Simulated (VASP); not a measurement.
# Ti (Fm-3m) in VASP: further runs

The runs below take Ti through single point, relaxation of cell and atoms, with PBEsol.

All numbers are computed with VASP 6.6.1; they aren't measurements. Logs are shortened: lines on timing, memory, paths and dates and some standing lists are left out, and cuts for length are marked.

## Step 1: The cell of the first run

It takes space group Fm-3m (No. 225, cubic). The conventional cell has a = 3.807 Å, b = 3.807 Å, c = 3.807 Å, α = 90.00°, β = 90.00°, γ = 90.00°. Within 3.5 Å of Ti (site symmetry m-3m) lie 12 Ti at 2.69 Å.

## Step 2: Single point, PBEsol

Contents of INCAR:

```
SYSTEM = Ti
  ALGO = Normal
  EDIFF = 1E-6
  ENCUT = 520
  GGA = PS
  ISIF = 2
  ISMEAR = -1
  LASPH = .TRUE.
  LCHARG = .TRUE.
  LELF = .TRUE.
  LREAL = .FALSE.
  LVHAR = .TRUE.
  LWAVE = .FALSE.
  NBANDS = 12
  NELM = 100
  PREC = Accurate
  SIGMA = 0.1
```

Contents of KPOINTS:

```
k-points
0
G
  17 17 17
  0 0 0
```

Contents of POSCAR:

```
Ti
1.0
    0.0000000000      1.9036547502      1.9036547502
    1.9036547502      0.0000000000      1.9036547502
    1.9036547502      1.9036547502      0.0000000000
Ti
1
Direct
    0.0000000000      0.0000000000      0.0000000000
```

Potentials or basis: VASP PAW PBE potentials, release 64 (Ti_sv).

On the command line:

```
$ cat potpaw_PBE.64/Ti_sv/POTCAR > POTCAR
$ mpirun -np 1 vasp_std > vasp.out
```

OUTCAR:

```text
SYSTEM = Ti
   EDIFF = 1E-6
   ENCUT = 520
   GGA = PS
   ISIF = 2
   ISMEAR = -1
   LASPH = .TRUE.
   LREAL = .FALSE.
   NELM = 100
   PREC = Accurate

 ion  position               nearest neighbor table
   1  0.000  0.000  0.000-

  LATTYP: Found a face centered cubic cell.
 ALAT       =     3.8073095004

  Lattice vectors:

 A1 = (   0.0000000000,   1.9036547502,   1.9036547502)
 A2 = (   1.9036547502,   0.0000000000,   1.9036547502)
 A3 = (   1.9036547502,   1.9036547502,   0.0000000000)

Analysis of symmetry for initial positions (statically):
=====================================================================
 Subroutine PRICEL returns:
 Original cell was already a primitive cell.

 Routine SETGRP: Setting up the symmetry group for a
 face centered cubic supercell.

 Subroutine GETGRP returns: Found 48 space group operations
 (whereof 48 operations were pure point group operations)
 out of a pool of 48 trial point group operations.

The static configuration has the point symmetry O_h .

Analysis of symmetry for dynamics (positions and initial velocities):
=====================================================================
 Subroutine PRICEL returns:
 Original cell was already a primitive cell.

 Routine SETGRP: Setting up the symmetry group for a
 face centered cubic supercell.

 Subroutine GETGRP returns: Found 48 space group operations
 (whereof 48 operations were pure point group operations)
 out of a pool of 48 trial point group operations.

The dynamic configuration has the point symmetry O_h .

 Subroutine INISYM returns: Found 48 space group operations
 (whereof 48 operations are pure point group operations),
 and found     1 'primitive' translations

----------------------------------------------------------------------------------------

                                     Primitive cell

  volume of cell :      13.7973

  direct lattice vectors                    reciprocal lattice vectors
     0.000000000  1.903654750  1.903654750    -0.262652668  0.262652668  0.262652668
     1.903654750  0.000000000  1.903654750     0.262652668 -0.262652668  0.262652668
     1.903654750  1.903654750  0.000000000     0.262652668  0.262652668 -0.262652668

  length of vectors
     2.692174366  2.692174366  2.692174366     0.454927767  0.454927767  0.454927767

  position of ions in fractional coordinates (direct lattice)
     0.000000000  0.000000000  0.000000000

  ion indices of the primitive-cell ions
   primitive index   ion index
                 1           1

----------------------------------------------------------------------------------------

 KPOINTS: k-points

Automatic generation of k-mesh.
 Grid dimensions read from file:
 generate k-points for:   17   17   17

 Generating k-lattice:

  Cartesian coordinates                     Fractional coordinates (reciprocal lattice)
    -0.015450157  0.015450157  0.015450157     0.058823529  0.000000000  0.000000000
     0.015450157 -0.015450157  0.015450157     0.000000000  0.058823529  0.000000000
     0.015450157  0.015450157 -0.015450157     0.000000000  0.000000000  0.058823529

  Length of vectors
     0.026760457  0.026760457  0.026760457

  Shift w.r.t. Gamma in fractional coordinates (k-lattice)
     0.000000000  0.000000000  0.000000000

 Subroutine IBZKPT returns following result:
 ===========================================

 Found    165 irreducible k-points:

 Following reciprocal coordinates:
            Coordinates               Weight
  0.000000  0.000000  0.000000      1.000000
  0.058824  0.000000  0.000000      8.000000
  0.117647  0.000000  0.000000      8.000000
  0.176471  0.000000  0.000000      8.000000
  0.235294  0.000000  0.000000      8.000000
  0.294118  0.000000  0.000000      8.000000
[... 16 lines left out ...]
 -0.176471  0.058824  0.000000     24.000000
 -0.117647  0.058824  0.000000     24.000000
 [... further k-points ...]
   k-points           NKPTS =    165   k-points in BZ     NKDIM =    165   number of bands    NBANDS=     12
   number of dos      NEDOS =    301   number of ions     NIONS =      1
   total plane-waves  NPLWV =   8000
   dimension x,y,z NGX =    20 NGY =   20 NGZ =   20
   dimension x,y,z NGXF=    40 NGYF=   40 NGZF=   40
   ions per type =               1
   NGX,Y,Z   is equivalent  to a cutoff of  12.35, 12.35, 12.35 a.u.
   NGXF,Y,Z  is equivalent  to a cutoff of  24.70, 24.70, 24.70 a.u.
 SYSTEM =  Ti
   PREC   = accura    normal or accurate (medium, high low for compatibility)
   ISTART =      0    job   : 0-new  1-cont  2-samecut
   ICHARG =      2    charge: 1-file 2-atom 10-const
   ISPIN  =      1    spin polarized calculation?
   LNONCOLLINEAR =      F non collinear calculations
   LSORBIT =      F    spin-orbit coupling
   LASPH  =      T    aspherical Exc in radial PAW
   ENCUT  =  520.0 eV  38.22 Ry    6.18 a.u.   5.01  5.01  5.01*2*pi/ulx,y,z
   NELM   =    100;   NELMIN=  2; NELMDL= -5     # of ELM steps
   EDIFF  = 0.1E-05   stopping-criterion for ELM
   LREAL  =      F    real-space projection
   EDIFFG = 0.1E-04   stopping-criterion for IOM
   NSW    =      0    number of steps for IOM
   IBRION =     -1    ionic relax: 0-MD 1-quasi-New 2-CG
   NFREE  =      0    steps in history (QN), initial steepest desc. (CG)
   ISIF   =      2    stress and relaxation
   ISYM   =      2    0-nonsym 1-usesym 2-fastsym
   POTIM  = 0.5000    time-step for ionic-motion
   TEBEG  =    0.0;   TEEND  =   0.0 temperature during run
   PSTRESS=    0.0 pullay stress
   NELECT =      12.0000    total number of electrons
   NUPDOWN=      -1.0000    fix difference up-down
   EMIN   =  10.00;   EMAX   =-10.00  energy-range for DOS
   EFERMI =   0.00;   METHOD = LEGACY
   ISMEAR =    -1;   SIGMA  =   0.10  broadening in eV -4-tet -1-fermi 0-gaus
   EFERMI_NEDOS =   21; number of points for ismear=-14 and -15
   IALGO  =     38    algorithm
   IMIX   =      4    mixing-type and parameters
     AMIX     =   0.40;   BMIX     =  1.00
     AMIX_MAG =   1.60;   BMIX_MAG =  1.00
  volume/ion in A,a.u.               =      13.80        93.11
  Fermi-wavevector in a.u.,A,eV,Ry     =   1.562681  2.953039 33.225054  2.441973
  Thomas-Fermi vector in A             =   2.665564
   LORBIT       =      0    0 simple, 1 ext, 2 COOP (PROOUT), +10 PAW based schemes
   GGA     = PS    functional components
   LHFCALC =     F    Hartree Fock is set to
   AEXX    =    0.0000 exact exchange contribution
   IVDW    =     0    specifies the selected vdW correction
   LEPSILON=     F    determine dielectric tensor
   LRPA    =     F    only Hartree local field effects (RPA)
 non-spin polarized calculation
  energy-cutoff  :      520.00
  volume of cell :       13.80
 maximum number of plane-waves:       380
   NGX =  9   NGY =  9   NGZ =  9

 number of electron      11.9999996 magnetization

 Free energy of the ion-electron system (eV)
  ---------------------------------------------------
  ext. energy  EPLUGINS =         0.00000000
  ---------------------------------------------------
  free energy    TOTEN  =        -8.07937604 eV

  energy without entropy =       -8.03683462  energy(sigma->0) =       -8.05810533

 E-fermi :  10.7712     XC(G=0): -12.7813

 val. band max:       10.7617062621   @ k =  -0.2941   0.0588   0.0000
 cond. band min:      10.7823374676   @ k =  -0.2353   0.2353   0.0000
 fundamental gap:      0.0206312055
 Fermi energy:        10.7712270468

 k-point     1 :       0.0000    0.0000    0.0000
  band No.  band energies     occupation
      1     -45.4021      2.00000
      2     -20.9556      2.00000
      3     -20.9556      2.00000
      4     -20.9556      2.00000
      5       4.2203      2.00000
      6      11.7406      0.00012
      7      11.7406      0.00012
      8      11.7406      0.00012
      9      13.9606      0.00000
     10      13.9606      0.00000
     11      27.3113      0.00000
     12      32.9321      0.00000

 k-point     2 :       0.0588    0.0000    0.0000
  band No.  band energies     occupation
      1     -45.3920      2.00000
      2     -21.0057      2.00000
      3     -20.9615      2.00000
      4     -20.9615      2.00000
      5       4.3618      2.00000
      6      11.6452      0.00032
      7      11.7957      0.00007
      8      11.7957      0.00007
      9      13.9206      0.00000
     10      13.9206      0.00000
     11      27.4896      0.00000
     12      31.9658      0.00000

 k-point     3 :       0.1176    0.0000    0.0000
  band No.  band energies     occupation
      1     -45.3628      2.00000
      2     -21.1479      2.00000
      3     -20.9782      2.00000
      4     -20.9782      2.00000
      5       4.7707      2.00000
      6      11.3939      0.00394
      7      11.9358      0.00002
      8      11.9358      0.00002
      9      13.8341      0.00000
     10      13.8341      0.00000
     11      27.9272      0.00000
     12      30.2382      0.00000
[... 286 lines left out ...]
 k-point    23 :      -0.1765    0.0588    0.0000
  band No.  band energies     occupation
      1     -45.2936      2.00000
      2     -21.4521      2.00000
      3     -21.0591      2.00000
      4     -20.9989      2.00000
      5       5.7487      2.00000
      6      10.8983      0.43819
      7      12.0912      0.00000
      8      12.1860      0.00000
      9      13.5104      0.00000
     10      14.1443      0.00000
     11      27.7675      0.00000
     12      28.7058      0.00000

 k-point    24 :      -0.1176    0.0588    0.0000
  band No.  band energies     occupation
      1     -45.3413      2.00000
      2     -21.2332      2.00000
      3     -21.0232      2.00000
      4     -20.9759      2.00000
      5       5.0754      2.00000
      6      11.2012      0.02678
      7      12.0370      0.00001
      8      12.0430      0.00001
      9      13.5763      0.00000
     10      14.0016      0.00000
     11      28.1937      0.00000
     12      29.5671      0.00000

 [... further k-points ...]

------------------------ aborting loop because EDIFF is reached ----------------------------------------

  FORCE on cell =-STRESS in cart. coord.  units (eV):
  Direction    XX          YY          ZZ          XY          YZ          ZX
  --------------------------------------------------------------------------------------
  -------------------------------------------------------------------------------------
  Total        2.5234522      2.5234522      2.5234522     -0.0000000     -0.0000000      0.0000000
  in kB      293.0293466    293.0293466    293.0293466     -0.0000000     -0.0000000      0.0000000
  external PRESSURE =     293.0293466 kB  Pullay stress =       0.0000000 kB

 VOLUME and BASIS-vectors are now :
 -----------------------------------------------------------------------------
  energy-cutoff  :      520.00
  volume of cell :       13.80
      direct lattice vectors                 reciprocal lattice vectors
     0.000000000  1.903654750  1.903654750    -0.262652668  0.262652668  0.262652668
     1.903654750  0.000000000  1.903654750     0.262652668 -0.262652668  0.262652668
     1.903654750  1.903654750  0.000000000     0.262652668  0.262652668 -0.262652668

 POSITION                                       TOTAL-FORCE (eV/Angst)
 -----------------------------------------------------------------------------------
      0.00000      0.00000      0.00000         0.000000      0.000000     -0.000000
 -----------------------------------------------------------------------------------
    total drift:                               -0.000000     -0.000000     -0.000000

  FREE ENERGIE OF THE ION-ELECTRON SYSTEM (eV)
  ---------------------------------------------------
  free  energy   TOTEN  =        -8.0793760409 eV

  energy  without entropy=       -8.0368346174  energy(sigma->0) =       -8.05810533
```

Run time: 44 s. Hardware: 1 thread of AMD EPYC 7R13, shared host; peak memory 0.11 GiB.

What came out:

* Free energy: -8.0794 eV
* Pressure: 29.3 GPa
* Band gap on the k mesh: zero (band 6 reaches 11.74 eV, above the bottom of band 7 at 10.21 eV)

Levels at points of the mesh, in eV from the Fermi level:
```csv
k point,band 4,band 5,band 6,band 7,band 8,band 9
"(0.00, 0.00, 0.00)",-31.73,-6.55,0.97,0.97,0.97,3.19
```

Caveat: the PAW data sets were made with another functional, which shifts forces and pressure a little.

## Step 3: Relaxation of cell and atoms, PBEsol, target pressure 30 GPa, at which the enthalpy is minimised

Contents of INCAR:

```
SYSTEM = Ti
ALGO = Normal
EDIFF = 1E-7
EDIFFG = -0.005
ENCUT = 600
GGA = PS
IBRION = 2
ISIF = 3
ISMEAR = -1
LASPH = .TRUE.
LCHARG = .FALSE.
LREAL = .FALSE.
LWAVE = .FALSE.
NELM = 100
NSW = 60
PREC = Accurate
PSTRESS = 300.0
SIGMA = 0.1
```

KPOINTS is that of step 2.

Contents of POSCAR:

```
Ti
1.0
    0.0000000000      1.9027410563      1.9027410563
    1.9027410563      0.0000000000      1.9027410563
    1.9027410563      1.9027410563      0.0000000000
Ti
1
Direct
    0.0000000000      0.0000000000      0.0000000000
```

Potentials or basis: VASP PAW PBE potentials, release 64 (Ti_sv).

On the command line:

```
$ cat potpaw_PBE.64/Ti_sv/POTCAR > POTCAR
$ mpirun -np 1 vasp_std > vasp.out
```

OUTCAR:

```text
SYSTEM = Ti
   EDIFF = 1E-7
   EDIFFG = -0.005
   ENCUT = 600
   GGA = PS
   IBRION = 2
   ISIF = 3
   ISMEAR = -1
   LASPH = .TRUE.
   LREAL = .FALSE.
   NELM = 100
   NSW = 60
   PREC = Accurate
   PSTRESS = 300.0

 ion  position               nearest neighbor table
   1  0.000  0.000  0.000-

  LATTYP: Found a face centered cubic cell.
 ALAT       =     3.8054821126

  Lattice vectors:

 A1 = (   0.0000000000,   1.9027410563,   1.9027410563)
 A2 = (   1.9027410563,   0.0000000000,   1.9027410563)
 A3 = (   1.9027410563,   1.9027410563,   0.0000000000)

Analysis of symmetry for initial positions (statically):
=====================================================================
 Subroutine PRICEL returns:
 Original cell was already a primitive cell.

 Routine SETGRP: Setting up the symmetry group for a
[... 256 lines left out ...]
 Fermi energy:        10.8189490901

 k-point     1 :       0.0000    0.0000    0.0000
  band No.  band energies     occupation
      1     -45.3513      2.00000
      2     -20.8961      2.00000
      3     -20.8961      2.00000
      4     -20.8961      2.00000
      5       4.2644      2.00000
      6      11.7888      0.00012
      7      11.7888      0.00012
      8      11.7888      0.00012
      9      14.0198      0.00000
     10      14.0198      0.00000
[... 287 lines left out ...]
 k-point    24 :      -0.1176    0.0588    0.0000
  band No.  band energies     occupation
      1     -45.2896      2.00000
      2     -21.1768      2.00000
      3     -20.9644      2.00000
      4     -20.9165      2.00000
      5       5.1225      2.00000
      6      11.2470      0.02730
      7      12.0867      0.00001
      8      12.0925      0.00001
      9      13.6332      0.00000
     10      14.0608      0.00000

 [... further k-points ...]

------------------------ aborting loop because EDIFF is reached ----------------------------------------

  FORCE on cell =-STRESS in cart. coord.  units (eV):
  Direction    XX          YY          ZZ          XY          YZ          ZX
  --------------------------------------------------------------------------------------
  -------------------------------------------------------------------------------------
  Total        2.5746758      2.5746758      2.5746758     -0.0000000     -0.0000000     -0.0000000
  in kB      300.1006410    300.1006410    300.1006410     -0.0000000     -0.0000000     -0.0000000
  external PRESSURE =       0.1006410 kB  Pullay stress =     300.0000000 kB
[... 20 lines left out ...]
  energy  without entropy=       -8.0272897272  energy(sigma->0) =       -8.04845579

  enthalpy is  TOTEN    =        -5.4958094445 eV   P V=        2.5738124029

 reached required accuracy - stopping structural energy minimisation
```

OSZICAR:

```text
N       E                     dE             d eps       ncg     rms          rms(c)
DAV:   1     0.821422317600E+02    0.82142E+02   -0.75233E+03  3302   0.167E+03
DAV:   2    -0.441823508319E+01   -0.86560E+02   -0.85055E+02  3396   0.336E+02
DAV:   3    -0.864278795172E+01   -0.42246E+01   -0.41714E+01  4170   0.761E+01
[... 26 lines left out ...]
DAV:   4    -0.806959147421E+01   -0.33611E-04   -0.88354E-05  4466   0.705E-02    0.156E-02
DAV:   5    -0.806961895238E+01   -0.27478E-04   -0.60640E-05  4882   0.451E-02    0.113E-02
DAV:   6    -0.806962159201E+01   -0.26396E-05   -0.41593E-06  3506   0.227E-02    0.155E-03
DAV:   7    -0.806962184423E+01   -0.25222E-06   -0.78163E-07  4430   0.617E-03    0.105E-03
DAV:   8    -0.806962184735E+01   -0.31173E-08   -0.25042E-07  3362   0.383E-03
   3 F= -.54958094E+01 E0= -.54746434E+01  d E =-.444475E-04
```

It took 2.5 min on 1 thread of AMD EPYC 7R13, shared host; peak memory 0.14 GiB.

What came out:

```yaml
Free_energy: -8.0696 eV
Relaxed_volume: 13.75 Å³/atom
Relaxed_cell: a = 2.689 Å, b = 2.689 Å, c = 2.689 Å, α = 60.00°, β = 60.00°, γ = 60.00°
Space_group_after_relaxing_to_0.05_Å: Fm-3m (No. 225)
Energy_change_on_relaxing_the_enthalpy_is_what_falls: +5.9 meV/atom
Ionic_steps: 3
Pressure_after_relaxing: 30.0 GPa
Band_gap_on_the_k_mesh: zero (band 6 reaches 11.79 eV, above the bottom of band 7 at 10.25 eV)
```

The path:
```
step  energy change (eV)  largest force (eV/Å)  pressure (GPa)  volume (Å³)
   1              0.0000                0.0000           29.60        13.78
   2              0.0129                0.0000           30.55        13.71
   3              0.0059                0.0000           30.01        13.75
```

Final structure:
```
Ti
1.0
     0.00000    1.90128    1.90128
     1.90128    0.00000    1.90128
     1.90128    1.90128    0.00000
Ti
1
Cartesian
  0.0000 0.0000 0.0000
```

Caveat: the cell is relaxed towards a set pressure, so the enthalpy falls and the energy may rise; the PAW data sets were made with another functional, which shifts forces and pressure a little.

[end of part 1 of 2]
